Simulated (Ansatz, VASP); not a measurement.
# PbS: VASP beside Ansatz

```xyz
2
Lattice="0.0000 3.0136 3.0136 3.0136 0.0000 3.0136 3.0136 3.0136 0.0000" Properties=species:S:1:pos:R:3 pbc="T T T"
Pb    0.0000    0.0000    0.0000
S     3.0136    3.0136    3.0136
```

Change from the starting cell: volume scaled by 1.05.

Alike in both runs: task single point; functional LDA; k mesh 8 × 8 × 8; occupations fermi-dirac, width 0.01 eV; no spin polarisation.

```csv
,VASP,Ansatz
version,VASP 6.6.1,Ansatz 0.2.0
potentials or method,"VASP PAW LDA potentials, release 64 (Pb_d, S), cutoff 520 eV","all-electron LAPW, scalar-relativistic"
```

```csv
,VASP,Ansatz,Ansatz less VASP
gap on the k mesh at the Fermi level (eV),0.37,0.39,+0.018
pressure (GPa),-4.9,-4.9,-0.01
```

LDA's correlation is that of Perdew and Zunger in VASP and of Perdew and Wang (1992) in Ansatz. Ansatz ran all-electron here, and VASP with PAW potentials.

Neither program's run includes spin-orbit coupling.
